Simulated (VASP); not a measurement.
# Te (P6/mmm) in VASP: notebook, part 2 of 2

VASP 6.6.1. Earlier steps stand in the parts before.

**5. Single point, r2SCAN**

This run uses another cell than the first one, of 29.70 Å³/atom.

Input file POSCAR:

```
Te
1.0
    5.7714520104      0.0000000000      0.0000000000
   -2.8857260052      4.9982240577      0.0000000000
    0.0000000000      0.0000000000      3.0888576630
Te
3
Direct
    1.0000000000      1.0000000000      0.0000000000
    0.3333333333      0.6666666667      0.5000000000
    0.6666666667      0.3333333333      0.5000000000
```

Input file INCAR.step1:

```
PREC = Accurate
ENCUT = 520
ISMEAR = -1
SIGMA = 0.1
LREAL = False
LASPH = True
NELM = 80
NBANDS = 16
GGA = PE
ALGO = Normal
EDIFF = 1E-4
LWAVE = True
LCHARG = False
```

Input file INCAR.step2:

```
PREC = Accurate
ENCUT = 520
EDIFF = 1E-6
ISMEAR = -1
SIGMA = 0.1
LREAL = False
LASPH = True
NELM = 80
ALGO = Normal
ISIF = 2
LWAVE = False
LCHARG = False
METAGGA = R2SCAN
LMIXTAU = True
NBANDS = 16
ISTART = 1
```

Input file KPOINTS:

```
regular mesh
0
Gamma
  9 9 13
```

Potentials or basis: VASP PAW PBE potentials, release 64 (Te).

Run with:

```bash
> cat potpaw_PBE.64/Te/POTCAR > POTCAR
> cp INCAR.step1 INCAR
> mpirun -np 1 vasp_std > vasp.out
> cp INCAR.step2 INCAR
> mpirun -np 1 vasp_std > vasp.out
```

OUTCAR:

```text
PREC = Accurate
   ENCUT = 520
   EDIFF = 1E-6
   ISMEAR = -1
   LREAL = False
   LASPH = True
   NELM = 80
   ISIF = 2
   METAGGA = R2SCAN
   ISTART = 1

 ion  position               nearest neighbor table
   1  0.000  0.000  0.000-   2 3.67   3 3.67   2 3.67   3 3.67   2 3.67   2 3.67   3 3.67   3 3.67
                             3 3.67   3 3.67   2 3.67   2 3.67
   2  0.333  0.667  0.500-   3 3.33   3 3.33   3 3.33   1 3.67   1 3.67   1 3.67   1 3.67   1 3.67
                             1 3.67
   3  0.667  0.333  0.500-   2 3.33   2 3.33   2 3.33   1 3.67   1 3.67   1 3.67   1 3.67   1 3.67
                             1 3.67

  LATTYP: Found a hexagonal cell.
 ALAT       =     5.7714520104
 C/A-ratio  =     0.5351959364

  Lattice vectors:

 A1 = (   5.7714520104,   0.0000000000,   0.0000000000)
 A2 = (  -2.8857260052,   4.9982240577,   0.0000000000)
 A3 = (   0.0000000000,   0.0000000000,   3.0888576630)

Analysis of symmetry for initial positions (statically):
=====================================================================
 Subroutine PRICEL returns:
 Original cell was already a primitive cell.

 Routine SETGRP: Setting up the symmetry group for a
 hexagonal supercell.

 Subroutine GETGRP returns: Found 24 space group operations
 (whereof 24 operations were pure point group operations)
 out of a pool of 24 trial point group operations.

The static configuration has the point symmetry D_6h.

Analysis of symmetry for dynamics (positions and initial velocities):
=====================================================================
 Subroutine PRICEL returns:
 Original cell was already a primitive cell.

 Routine SETGRP: Setting up the symmetry group for a
 hexagonal supercell.

 Subroutine GETGRP returns: Found 24 space group operations
 (whereof 24 operations were pure point group operations)
 out of a pool of 24 trial point group operations.

The dynamic configuration has the point symmetry D_6h.

 Subroutine INISYM returns: Found 24 space group operations
 (whereof 24 operations are pure point group operations),
 and found     1 'primitive' translations

----------------------------------------------------------------------------------------

                                     Primitive cell

  volume of cell :      89.1043

  direct lattice vectors                    reciprocal lattice vectors
     5.771452010  0.000000000  0.000000000     0.173266623  0.100035531  0.000000000
    -2.885726005  4.998224058  0.000000000     0.000000000  0.200071063  0.000000000
     0.000000000  0.000000000  3.088857663     0.000000000  0.000000000  0.323744280

  length of vectors
     5.771452010  5.771452010  3.088857663     0.200071063  0.200071063  0.323744280

  position of ions in fractional coordinates (direct lattice)
     0.000000000  0.000000000  0.000000000
     0.333333333  0.666666667  0.500000000
     0.666666667  0.333333333  0.500000000

  ion indices of the primitive-cell ions
   primitive index   ion index
                 1           1
                 2           2
                 3           3

----------------------------------------------------------------------------------------

 KPOINTS: regular mesh

Automatic generation of k-mesh.
 Grid dimensions read from file:
 generate k-points for:    9    9   13
[... 21 lines left out ...]
  0.000000  0.000000  0.000000      1.000000
  0.111111  0.000000  0.000000      6.000000
  0.222222  0.000000  0.000000      6.000000
  0.333333  0.000000  0.000000      6.000000
  0.444444  0.000000  0.000000      6.000000
  0.111111  0.111111  0.000000      6.000000
[... 16 lines left out ...]
  0.333333  0.222222  0.076923     24.000000
  0.333333  0.333333  0.076923      4.000000
 [... further k-points ...]
   k-points           NKPTS =     84   k-points in BZ     NKDIM =     84   number of bands    NBANDS=     16
   number of dos      NEDOS =    301   number of ions     NIONS =      3
   total plane-waves  NPLWV =  55296
   dimension x,y,z NGX =    48 NGY =   48 NGZ =   24
   dimension x,y,z NGXF=    96 NGYF=   96 NGZF=   48
   ions per type =               3
   NGX,Y,Z   is equivalent  to a cutoff of  13.83, 13.83, 12.92 a.u.
   NGXF,Y,Z  is equivalent  to a cutoff of  27.65, 27.65, 25.83 a.u.
 SYSTEM =  unknown system
   PREC   = accura    normal or accurate (medium, high low for compatibility)
   ISTART =      1    job   : 0-new  1-cont  2-samecut
   ICHARG =      0    charge: 1-file 2-atom 10-const
   ISPIN  =      1    spin polarized calculation?
   LNONCOLLINEAR =      F non collinear calculations
   LSORBIT =      F    spin-orbit coupling
   LASPH  =      T    aspherical Exc in radial PAW
   ENCUT  =  520.0 eV  38.22 Ry    6.18 a.u.  10.73 10.73  5.74*2*pi/ulx,y,z
   NELM   =     80;   NELMIN=  2; NELMDL=  0     # of ELM steps
   EDIFF  = 0.1E-05   stopping-criterion for ELM
   LREAL  =      F    real-space projection
   EDIFFG = 0.1E-04   stopping-criterion for IOM
   NSW    =      0    number of steps for IOM
   IBRION =     -1    ionic relax: 0-MD 1-quasi-New 2-CG
   NFREE  =      0    steps in history (QN), initial steepest desc. (CG)
   ISIF   =      2    stress and relaxation
   ISYM   =      2    0-nonsym 1-usesym 2-fastsym
   POTIM  = 0.5000    time-step for ionic-motion
   TEBEG  =    0.0;   TEEND  =   0.0 temperature during run
   PSTRESS=    0.0 pullay stress
   NELECT =      18.0000    total number of electrons
   NUPDOWN=      -1.0000    fix difference up-down
   EMIN   =  10.00;   EMAX   =-10.00  energy-range for DOS
   EFERMI =   0.00;   METHOD = LEGACY
   ISMEAR =    -1;   SIGMA  =   0.10  broadening in eV -4-tet -1-fermi 0-gaus
   EFERMI_NEDOS =   21; number of points for ismear=-14 and -15
   IALGO  =     38    algorithm
   IMIX   =      4    mixing-type and parameters
     AMIX     =   0.40;   BMIX     =  1.00
     AMIX_MAG =   1.60;   BMIX_MAG =  1.00
  volume/ion in A,a.u.               =      29.70       200.44
  Fermi-wavevector in a.u.,A,eV,Ry     =   0.960578  1.815230 12.554240  0.922711
  Thomas-Fermi vector in A             =   2.089875
   LORBIT       =      0    0 simple, 1 ext, 2 COOP (PROOUT), +10 PAW based schemes
   METAGGA = R2SCAN    functional components
   LHFCALC =     F    Hartree Fock is set to
   AEXX    =    0.0000 exact exchange contribution
   IVDW    =     0    specifies the selected vdW correction
   LEPSILON=     F    determine dielectric tensor
   LRPA    =     F    only Hartree local field effects (RPA)
 non-spin polarized calculation
  energy-cutoff  :      520.00
  volume of cell :       89.10
 maximum number of plane-waves:      2421
 NGX is ok and might be reduce to    48
   NGX = 21   NGY = 21   NGZ = 11

 number of electron      18.0000000 magnetization

 Free energy of the ion-electron system (eV)
  ---------------------------------------------------
  ext. energy  EPLUGINS =         0.00000000
  ---------------------------------------------------
  free energy    TOTEN  =       -75.02059357 eV

  energy without entropy =      -74.93704623  energy(sigma->0) =      -74.97881990

 E-fermi :   7.1041     XC(G=0): -10.3118

 val. band max:        7.1010680162   @ k =   0.0000   0.0000   0.2308
 cond. band min:       7.1050734854   @ k =   0.3333   0.3333   0.1538
 fundamental gap:      0.0040054692
 Fermi energy:         7.1040752780

 k-point     1 :       0.0000    0.0000    0.0000
  band No.  band energies     occupation
      1      -7.0864      2.00000
      2      -4.2872      2.00000
      3      -4.1463      2.00000
      4       2.5062      2.00000
      5       2.5062      2.00000
      6       2.9053      2.00000
[... 433 lines left out ...]
      3      -5.1463      2.00000
      4       2.8071      2.00000
      5       3.2027      2.00000
      6       3.2027      2.00000
[... 8 lines left out ...]
     15      13.3190      0.00000
     16      16.7976      0.00000

 [... further k-points ...]

------------------------ aborting loop because EDIFF is reached ----------------------------------------

  FORCE on cell =-STRESS in cart. coord.  units (eV):
  Direction    XX          YY          ZZ          XY          YZ          ZX
  --------------------------------------------------------------------------------------
  -------------------------------------------------------------------------------------
  Total       -0.3852846     -0.3852846      0.3516276      0.0000000     -0.0000000      0.0000000
  in kB       -6.9277712     -6.9277712      6.3225867      0.0000000     -0.0000000      0.0000000
  external PRESSURE =      -2.5109853 kB  Pullay stress =       0.0000000 kB

 VOLUME and BASIS-vectors are now :
 -----------------------------------------------------------------------------
  energy-cutoff  :      520.00
  volume of cell :       89.10
      direct lattice vectors                 reciprocal lattice vectors
     5.771452010  0.000000000  0.000000000     0.173266623  0.100035531  0.000000000
    -2.885726005  4.998224058  0.000000000     0.000000000  0.200071063  0.000000000
     0.000000000  0.000000000  3.088857663     0.000000000  0.000000000  0.323744280

 POSITION                                       TOTAL-FORCE (eV/Angst)
 -----------------------------------------------------------------------------------
      0.00000      0.00000      0.00000        -0.000000      0.000000      0.000000
     -0.00000      3.33215      1.54443         0.000000      0.000000      0.000000
      2.88573      1.66607      1.54443         0.000000     -0.000000     -0.000000
 -----------------------------------------------------------------------------------
    total drift:                               -0.000000      0.000000     -0.000000

  FREE ENERGIE OF THE ION-ELECTRON SYSTEM (eV)
  ---------------------------------------------------
  free  energy   TOTEN  =       -75.0205935659 eV

  energy  without entropy=      -74.9370462257  energy(sigma->0) =      -74.97881990
```

OUTCAR.step1:

```text
PREC = Accurate
   ENCUT = 520
   ISMEAR = -1
   LREAL = False
   LASPH = True
   NELM = 80
[... 683 lines left out ...]
      0.00000      0.00000      0.00000         0.000000      0.000000     -0.000000
     -0.00000      3.33215      1.54443         0.000000      0.000000      0.000000
      2.88573      1.66607      1.54443        -0.000000      0.000000     -0.000000
 -----------------------------------------------------------------------------------
    total drift:                               -0.000000      0.000000     -0.000000

  FREE ENERGIE OF THE ION-ELECTRON SYSTEM (eV)
  ---------------------------------------------------
  free  energy   TOTEN  =        -8.4645484297 eV

  energy  without entropy=       -8.3781155842  energy(sigma->0) =       -8.42133201
```

OSZICAR.step1:

```text
N       E                     dE             d eps       ncg     rms          rms(c)
DAV:   1     0.654692005232E+02    0.65469E+02   -0.64867E+03  2688   0.898E+02
DAV:   2    -0.480997218801E+01   -0.70279E+02   -0.67313E+02  3768   0.136E+02
DAV:   3    -0.845035040135E+01   -0.36404E+01   -0.36106E+01  3296   0.329E+01
DAV:   4    -0.849653923771E+01   -0.46189E-01   -0.46183E-01  3768   0.452E+00
DAV:   5    -0.849751468392E+01   -0.97545E-03   -0.97544E-03  3480   0.625E-01    0.110E+01
DAV:   6    -0.846405996179E+01    0.33455E-01   -0.15261E-01  3232   0.170E+00    0.691E+00
DAV:   7    -0.846628944990E+01   -0.22295E-02   -0.52574E-02  3120   0.119E+00    0.163E+00
DAV:   8    -0.846457776899E+01    0.17117E-02   -0.11038E-02  3216   0.580E-01    0.313E-01
DAV:   9    -0.846458135280E+01   -0.35838E-05   -0.11640E-03  3600   0.179E-01    0.246E-01
DAV:  10    -0.846454842967E+01    0.32923E-04   -0.54200E-04  2960   0.103E-01
   1 F= -.84645484E+01 E0= -.84213320E+01  d E =-.864328E-01
```

Run time: 3.5 min. Hardware: 1 thread of Intel Xeon Platinum 8488C (Sapphire Rapids), shared host; peak memory 0.29 GiB.

What came out:

```
Free energy            : -75.0206 eV
Pressure               : -0.3 GPa
Band gap on the k mesh : zero (bands 9 and 10 overlap by 4.06 eV)
```

Caveat: the PAW data sets were made with another functional, which shifts forces and pressure a little; spin-orbit coupling is left out, which moves the levels of the heavy elements.

**6. Summary**

| cell | k mesh | gap on the mesh (eV) | pressure (GPa) |
| --- | --- | --- | --- |
| a = 5.847, b = 5.847, c = 3.130 Å, angles 90.0, 90.0, 120.0°, 3 atoms | 7 × 7 × 12 | none | -2.2 |
| a = 5.921, b = 5.921, c = 3.169 Å, angles 90.0, 90.0, 120.0°, 3 atoms | 7 × 7 × 12 | none | -3.6 |
| a = 5.994, b = 5.994, c = 3.208 Å, angles 90.0, 90.0, 120.0°, 3 atoms | 7 × 7 × 12 | none | -4.8 |
| a = 5.771, b = 5.771, c = 3.089 Å, angles 90.0, 90.0, 120.0°, 3 atoms | 9 × 9 × 13 | none | -0.3 |

Alike in all rows: task single point; level r2SCAN; potentials or basis VASP PAW PBE potentials, release 64 (Te); no spin polarisation; cutoff (eV) 520; smearing fermi-dirac 0.1 eV.

Caveats: the PAW data sets were made with another functional, which shifts forces and pressure a little; spin-orbit coupling is left out, which moves the levels of the heavy elements; the cell stands under tension (at least some runs).

Absolute energies hang on the potentials; compare differences alone.

The gap in the log of VASP goes by the Fermi energy; the results here count the filled bands.